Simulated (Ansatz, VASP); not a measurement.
## Two plane-wave programs on BN

INCAR

```
PREC = Accurate
ENCUT = 520
EDIFF = 1E-6
ISMEAR = 0
SIGMA = 0.05
LREAL = False
LASPH = True
NELM = 100
ALGO = Normal
ISIF = 2
LWAVE = False
LCHARG = False
GGA = PE
NBANDS = 16
```

KPOINTS

```
regular mesh
0
Gamma
  6 6 6
```

The input POSCAR:

```
BN
1.0
    0.0000000000     -1.8123937734     -1.8123937734
   -1.8123937734      0.0000000000     -1.8123937734
    1.8123937734      1.8123937734     -3.6247875468
B N
2 2
Direct
   -0.0413524223      0.0327449314      0.0000000000
    0.5413524223      0.4672550686      0.5000000000
    0.3326813651      0.4085100272      0.8750000000
    0.9173186349      0.8414899728      0.3750000000
```

Input for Ansatz:

```yaml
crystal:
  lattice:
    - [0.0, -1.8123937734, -1.8123937734]
    - [-1.8123937734, 0.0, -1.8123937734]
    - [1.8123937734, 1.8123937734, -3.6247875468]
  atoms:
    - { symbol: B, position: [-0.0413524223, 0.0327449314, 0.0] }
    - { symbol: B, position: [0.5413524223, 0.4672550686, 0.5] }
    - { symbol: "N", position: [0.3326813651, 0.4085100272, 0.875] }
    - { symbol: "N", position: [0.9173186349, 0.8414899728, 0.375] }
basis:
  ecutwfc: 520.0
kpoints:
  mp_grid: { grid: [6, 6, 6] }
hamiltonian:
  xc: pbe
scf:
  occupations: { method: gaussian, width: 0.05 }
output:
  forces: true
  stress: true
  eigenvalues: true
```

Change from the starting cell: mode 4 frozen in at -0.051 Å and mode 5 at +0.085 Å (largest displacements).

Alike in both runs: task single point; functional PBE; k mesh 6 × 6 × 6; occupations gaussian, width 0.05 eV; no spin polarisation.

|  | VASP | Ansatz |
| --- | --- | --- |
| version | VASP 6.6.1 | Ansatz 0.2.0 |
| potentials or method | VASP PAW PBE potentials, release 64 (B, N), cutoff 520 eV | scalar-relativistic, plane waves, PAW |
| valence electrons in the cell | 16 | 16 |

Ansatz gave:

| Item | Value |
| --- | --- |
| gap on the k mesh at the Fermi level (eV) | 4.28 |
| least direct gap on the mesh (eV) | 6.24 |
| pressure (GPa) | -0.3 |
| traceless stress, the component that is largest in VASP (GPa) | 2.07 |
| rms of the force components (eV/Å) | 0.608 |

Task: What did VASP give for the same quantities?

Result: gap on the k mesh at the Fermi level (eV): 4.27; least direct gap on the mesh (eV): 6.23; pressure (GPa): -0.1; traceless stress, the component that is largest in VASP (GPa): 2.07; rms of the force components (eV/Å): 0.608.

Atom by atom the forces differ by 0.001 eV/Å (rms over components).

The k mesh is coarse, so the values compare programs but aren't converged.
